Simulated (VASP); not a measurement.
# Fe (Im-3m) in VASP: further runs

Runs on Fe. Level: PBE. Tasks: single point.

All numbers are computed with VASP 6.6.1; they aren't measurements. Logs are shortened: lines on timing, memory, paths and dates and some standing lists are left out, and cuts for length are marked.

**1. The cell of the first run**

The structure is cubic, space group Im-3m (No. 229). Conventional cell: a = 2.833 Å, b = 2.833 Å, c = 2.833 Å, α = 90.00°, β = 90.00°, γ = 90.00°. Fe (site symmetry m-3m) has 14 Fe at 2.45 to 2.83 Å within 3.2 Å.

**2. Single point, PBE, collinear spin, ferromagnetic start**

INCAR reads:

```
SYSTEM = Fe
PREC = Accurate
ENCUT = 520
EDIFF = 1E-7
ISMEAR = -1
SIGMA = 0.05
LREAL = .False.
LASPH = .True.
NELM = 150
ALGO = Normal
ISIF = 2
LWAVE = .False.
LCHARG = .True.
ISPIN = 2
MAGMOM = 2.208
LORBIT = 11
LMAXMIX = 4
GGA = PE
LELF = .True.
LVHAR = .True.
NBANDS = 14
```

KPOINTS reads:

```
Automatic mesh
0
Gamma
  2 2 2
  0 0 0
```

POSCAR reads:

```
Fe
1.0
   -1.4163059769      1.4163059769      1.4163059769
    1.4163059769     -1.4163059769      1.4163059769
    1.4163059769      1.4163059769     -1.4163059769
Fe
1
Direct
    0.0000000000      0.0000000000      0.0000000000
```

Potentials or basis: VASP PAW PBE potentials, release 64 (Fe).

Run with:

```bash
$ cat potpaw_PBE.64/Fe/POTCAR > POTCAR
$ mpirun -np 1 vasp_std > vasp.out
```

OUTCAR:

```text
SYSTEM = Fe
   PREC = Accurate
   ENCUT = 520
   EDIFF = 1E-7
   ISMEAR = -1
   LREAL = .False.
   LASPH = .True.
   NELM = 150
   ISIF = 2
   ISPIN = 2
   LORBIT = 11
   GGA = PE

 ion  position               nearest neighbor table
   1  0.000  0.000  0.000-

  LATTYP: Found a body centered cubic cell.
 ALAT       =     2.8326119538

  Lattice vectors:

 A1 = (  -1.4163059769,   1.4163059769,   1.4163059769)
 A2 = (   1.4163059769,  -1.4163059769,   1.4163059769)
 A3 = (   1.4163059769,   1.4163059769,  -1.4163059769)

Analysis of symmetry for initial positions (statically):
=====================================================================
 Subroutine PRICEL returns:
 Original cell was already a primitive cell.

 Routine SETGRP: Setting up the symmetry group for a
 body centered cubic supercell.

 Subroutine GETGRP returns: Found 48 space group operations
 (whereof 48 operations were pure point group operations)
 out of a pool of 48 trial point group operations.

The static configuration has the point symmetry O_h .

Analysis of symmetry for dynamics (positions and initial velocities):
=====================================================================
 Subroutine PRICEL returns:
 Original cell was already a primitive cell.

 Routine SETGRP: Setting up the symmetry group for a
 body centered cubic supercell.

 Subroutine GETGRP returns: Found 48 space group operations
 (whereof 48 operations were pure point group operations)
 out of a pool of 48 trial point group operations.

The dynamic configuration has the point symmetry O_h .

Analysis of structural, dynamic, and magnetic symmetry:
=====================================================================
 Subroutine PRICEL returns:
 Original cell was already a primitive cell.

 Routine SETGRP: Setting up the symmetry group for a
 body centered cubic supercell.

 Subroutine GETGRP returns: Found 48 space group operations
 (whereof 48 operations were pure point group operations)
 out of a pool of 48 trial point group operations.

The overall configuration has the point symmetry O_h .

 Subroutine INISYM returns: Found 48 space group operations
 (whereof 48 operations are pure point group operations),
 and found     1 'primitive' translations

----------------------------------------------------------------------------------------

                                     Primitive cell

  volume of cell :      11.3640

  direct lattice vectors                    reciprocal lattice vectors
    -1.416305977  1.416305977  1.416305977     0.000000000  0.353031060  0.353031060
     1.416305977 -1.416305977  1.416305977     0.353031060  0.000000000  0.353031060
     1.416305977  1.416305977 -1.416305977     0.353031060  0.353031060  0.000000000

  length of vectors
     2.453113911  2.453113911  2.453113911     0.499261313  0.499261313  0.499261313

  position of ions in fractional coordinates (direct lattice)
     0.000000000  0.000000000  0.000000000

  ion indices of the primitive-cell ions
   primitive index   ion index
                 1           1

----------------------------------------------------------------------------------------

 KPOINTS: Automatic mesh

Automatic generation of k-mesh.
 Grid dimensions read from file:
 generate k-points for:    2    2    2

 Generating k-lattice:

  Cartesian coordinates                     Fractional coordinates (reciprocal lattice)
     0.000000000  0.176515530  0.176515530     0.500000000  0.000000000  0.000000000
     0.176515530  0.000000000  0.176515530     0.000000000  0.500000000  0.000000000
     0.176515530  0.176515530  0.000000000     0.000000000  0.000000000  0.500000000

  Length of vectors
     0.249630656  0.249630656  0.249630656

  Shift w.r.t. Gamma in fractional coordinates (k-lattice)
     0.000000000  0.000000000  0.000000000

 Subroutine IBZKPT returns following result:
 ===========================================

 Found      3 irreducible k-points:

 Following reciprocal coordinates:
            Coordinates               Weight
  0.000000  0.000000  0.000000      1.000000
  0.500000  0.000000  0.000000      6.000000
  0.500000  0.500000  0.500000      1.000000
   k-points           NKPTS =      3   k-points in BZ     NKDIM =      3   number of bands    NBANDS=     14
   number of dos      NEDOS =    301   number of ions     NIONS =      1
   total plane-waves  NPLWV =   5832
   dimension x,y,z NGX =    18 NGY =   18 NGZ =   18
   dimension x,y,z NGXF=    36 NGYF=   36 NGZF=   36
   ions per type =               1
   NGX,Y,Z   is equivalent  to a cutoff of  12.20, 12.20, 12.20 a.u.
   NGXF,Y,Z  is equivalent  to a cutoff of  24.40, 24.40, 24.40 a.u.
 SYSTEM =  Fe
   PREC   = accura    normal or accurate (medium, high low for compatibility)
   ISTART =      0    job   : 0-new  1-cont  2-samecut
   ICHARG =      2    charge: 1-file 2-atom 10-const
   ISPIN  =      2    spin polarized calculation?
   LNONCOLLINEAR =      F non collinear calculations
   LSORBIT =      F    spin-orbit coupling
   LASPH  =      T    aspherical Exc in radial PAW
   ENCUT  =  520.0 eV  38.22 Ry    6.18 a.u.   4.56  4.56  4.56*2*pi/ulx,y,z
   NELM   =    150;   NELMIN=  2; NELMDL= -5     # of ELM steps
   EDIFF  = 0.1E-06   stopping-criterion for ELM
   LREAL  =      F    real-space projection
   EDIFFG = 0.1E-05   stopping-criterion for IOM
   NSW    =      0    number of steps for IOM
   IBRION =     -1    ionic relax: 0-MD 1-quasi-New 2-CG
   NFREE  =      0    steps in history (QN), initial steepest desc. (CG)
   ISIF   =      2    stress and relaxation
   ISYM   =      2    0-nonsym 1-usesym 2-fastsym
   POTIM  = 0.5000    time-step for ionic-motion
   TEBEG  =    0.0;   TEEND  =   0.0 temperature during run
   PSTRESS=    0.0 pullay stress
   NELECT =       8.0000    total number of electrons
   NUPDOWN=      -1.0000    fix difference up-down
   EMIN   =  10.00;   EMAX   =-10.00  energy-range for DOS
   EFERMI =   0.00;   METHOD = LEGACY
   ISMEAR =    -1;   SIGMA  =   0.05  broadening in eV -4-tet -1-fermi 0-gaus
   EFERMI_NEDOS =   21; number of points for ismear=-14 and -15
   IALGO  =     38    algorithm
   IMIX   =      4    mixing-type and parameters
     AMIX     =   0.40;   BMIX     =  1.00
     AMIX_MAG =   1.60;   BMIX_MAG =  1.00
  volume/ion in A,a.u.               =      11.36        76.69
  Fermi-wavevector in a.u.,A,eV,Ry     =   1.456334  2.752073 28.856726  2.120910
  Thomas-Fermi vector in A             =   2.573265
   LORBIT       =     11    0 simple, 1 ext, 2 COOP (PROOUT), +10 PAW based schemes
   GGA     = PE    functional components
   LHFCALC =     F    Hartree Fock is set to
   AEXX    =    0.0000 exact exchange contribution
   IVDW    =     0    specifies the selected vdW correction
   LEPSILON=     F    determine dielectric tensor
   LRPA    =     F    only Hartree local field effects (RPA)
 spin polarized calculation
  energy-cutoff  :      520.00
  volume of cell :       11.36
 maximum number of plane-waves:       321
   NGX =  9   NGY =  9   NGZ =  9

 number of electron       8.0000009 magnetization       3.5000758

 Free energy of the ion-electron system (eV)
  ---------------------------------------------------
  ext. energy  EPLUGINS =         0.00000000
  ---------------------------------------------------
  free energy    TOTEN  =        -6.89230504 eV

  energy without entropy =       -6.87529036  energy(sigma->0) =       -6.88379770

 E-fermi :   6.6079     XC(G=0): -12.9683

 val. band max:        6.5272178258   @ k =   0.5000   0.0000   0.0000
 cond. band min:       7.4678194303   @ k =   0.5000   0.0000   0.0000
 fundamental gap:      0.9406016045
 Fermi energy:         6.6078535167

 spin component 1

 k-point     1 :       0.0000    0.0000    0.0000
  band No.  band energies     occupation
      1      -3.3124      1.00000
      2       3.7275      1.00000
      3       3.7275      1.00000
      4       3.7275      1.00000
      5       4.8814      1.00000
      6       4.8814      1.00000
      7      29.9200      0.00000
      8      29.9200      0.00000
      9      29.9200      0.00000
     10      34.9902      0.00000
     11      34.9902      0.00000
     12      37.9371      0.00000
     13      37.9371      0.00000
     14      37.9371      0.00000

 k-point     2 :       0.5000    0.0000    0.0000
  band No.  band energies     occupation
      1       0.7112      1.00000
      2       2.5544      1.00000
      3       4.9940      1.00000
      4       5.1063      1.00000
      5       5.5904      1.00000
      6       6.5272      0.83379
      7      13.0014      0.00000
      8      23.2944      0.00000
      9      25.6761      0.00000
     10      28.8030      0.00000
     11      32.5482      0.00000
     12      39.5969      0.00000
     13      43.8934      0.00000
     14      45.4083      0.00000

 k-point     3 :       0.5000    0.5000    0.5000
  band No.  band energies     occupation
      1       0.8065      1.00000
      2       0.8065      1.00000
      3       6.2431      0.99932
      4       6.2431      0.99932
      5       6.2431      0.99932
      6      15.2146      0.00000
      7      15.2146      0.00000
      8      15.2146      0.00000
      9      20.9095      0.00000
     10      20.9095      0.00000
     11      26.2015      0.00000
     12      44.9548      0.00000
     13      52.3695      0.00000
     14      52.3695      0.00000
 Fermi energy:         6.6078535167

 spin component 2

 k-point     1 :       0.0000    0.0000    0.0000
  band No.  band energies     occupation
      1      -1.5112      1.00000
      2       6.1887      0.99977
      3       6.1893      0.99977
      4       6.1894      0.99977
      5       8.4669      0.00000
      6       8.4677      0.00000
      7      31.6473      0.00000
      8      31.6473      0.00000
      9      31.6473      0.00000
     10      37.5227      0.00000
     11      37.5228      0.00000
     12      39.6120      0.00000
     13      39.6120      0.00000
     14      39.6121      0.00000

 k-point     2 :       0.5000    0.0000    0.0000
  band No.  band energies     occupation
      1       3.0303      1.00000
      2       4.9056      1.00000
      3       7.4678      0.00000
      4       8.2539      0.00000
      5       8.6985      0.00000
      6       9.2755      0.00000
      7      15.4432      0.00000
      8      25.4169      0.00000
      9      27.2069      0.00000
     10      30.8319      0.00000
     11      34.7772      0.00000
     12      41.2639      0.00000
     13      45.8670      0.00000
     14      47.4824      0.00000

 k-point     3 :       0.5000    0.5000    0.5000
  band No.  band energies     occupation
      1       3.7867      1.00000
      2       3.7873      1.00000
      3       8.9665      0.00000
      4       8.9670      0.00000
      5       8.9671      0.00000
      6      16.7800      0.00000
      7      16.7800      0.00000
      8      16.7800      0.00000
      9      23.8085      0.00000
     10      23.8086      0.00000
     11      28.5018      0.00000
     12      45.8934      0.00000
     13      54.9626      0.00000
     14      54.9626      0.00000

------------------------ aborting loop because EDIFF is reached ----------------------------------------

  FORCE on cell =-STRESS in cart. coord.  units (eV):
  Direction    XX          YY          ZZ          XY          YZ          ZX
  --------------------------------------------------------------------------------------
  -------------------------------------------------------------------------------------
  Total        2.0622759      2.0622759      2.0622759     -0.0000000     -0.0000000     -0.0000000
  in kB      290.7542619    290.7542619    290.7542619     -0.0000000     -0.0000000     -0.0000000
  external PRESSURE =     290.7542619 kB  Pullay stress =       0.0000000 kB

 VOLUME and BASIS-vectors are now :
 -----------------------------------------------------------------------------
  energy-cutoff  :      520.00
  volume of cell :       11.36
      direct lattice vectors                 reciprocal lattice vectors
    -1.416305977  1.416305977  1.416305977     0.000000000  0.353031060  0.353031060
     1.416305977 -1.416305977  1.416305977     0.353031060  0.000000000  0.353031060
     1.416305977  1.416305977 -1.416305977     0.353031060  0.353031060  0.000000000

 POSITION                                       TOTAL-FORCE (eV/Angst)
 -----------------------------------------------------------------------------------
      0.00000      0.00000      0.00000         0.000000      0.000000      0.000000
 -----------------------------------------------------------------------------------
    total drift:                                0.000000      0.000000      0.000000

  FREE ENERGIE OF THE ION-ELECTRON SYSTEM (eV)
  ---------------------------------------------------
  free  energy   TOTEN  =        -6.8923050355 eV

  energy  without entropy=       -6.8752903644  energy(sigma->0) =       -6.88379770

 total charge

# of ion       s       p       d       tot
------------------------------------------
    1        0.442   0.524   6.365   7.331

 magnetization (x)

# of ion       s       p       d       tot
------------------------------------------
    1       -0.012   0.524   2.712   3.225
```

Run time: 4.4 s. Hardware: 1 thread of Intel Xeon Platinum 8488C (Sapphire Rapids), shared host; peak memory 0.12 GiB.

What came out:

```yaml
Free_energy: -6.8923 eV
Pressure: 29.1 GPa
Net_moment: 3.50 μB per cell
Site_moments: Fe +3.23 μB
Valence_electrons_inside_the_program's_atomic_spheres: Fe 7.33
```

Caveat: the k points lie up to 1.57 Å⁻¹ apart.

[end of part 1 of 2]
